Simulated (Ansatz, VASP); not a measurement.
# HfSiO4: VASP beside Ansatz

```
CELL_PARAMETERS angstrom
-3.28625 3.28625 2.92197
3.28625 -3.28625 2.92197
3.28625 3.28625 -2.92197
ATOMIC_POSITIONS crystal
Hf 0.75000 0.25000 0.50000
Hf 0.00000 0.00000 0.00000
Si 0.25000 0.75000 0.50000
Si 0.50000 0.50000 0.00000
O 0.13331 0.31911 0.81420
O 0.06911 0.75491 0.68580
O 0.50491 0.31911 0.18580
O 0.06911 0.38331 0.31420
O 0.61669 0.93089 0.68580
O 0.68089 0.86669 0.18580
O 0.24509 0.93089 0.31420
O 0.68089 0.49509 0.81420
```

Change from the starting cell: z stretched by -2 %, ions relaxed.

Alike in both runs: functional PBE; k mesh 7 × 7 × 7; occupations fermi-dirac, width 0.02 eV; no spin polarisation.

Ansatz relaxed the structure, and its values are those at the end. VASP's run is a single point on that final structure, the one shown.

|  | VASP | Ansatz |
| --- | --- | --- |
| version | VASP 6.6.1 | Ansatz 0.2.0 |
| potentials or method | VASP PAW PBE potentials, release 64 (Hf_pv, Si, O) | plane-wave PAW, scalar-relativistic |
| plane-wave cutoff (eV) | 520 | 420 |
| valence electrons in the cell | 76 | 108 |

```csv
,VASP,Ansatz,Ansatz less VASP
gap on the k mesh at the Fermi level (eV),5.52,5.57,+0.054
pressure (GPa),11.0,12.8,+1.79
rms of the force components (eV/Å),0.093,0.002,-0.0907
```

VASP's potentials hold 76 valence electrons a cell and Ansatz's 108, so a difference there can come from the potentials and not from the codes. Ansatz's warnings: stress scf threshold loose.

Spin-orbit coupling is off throughout.
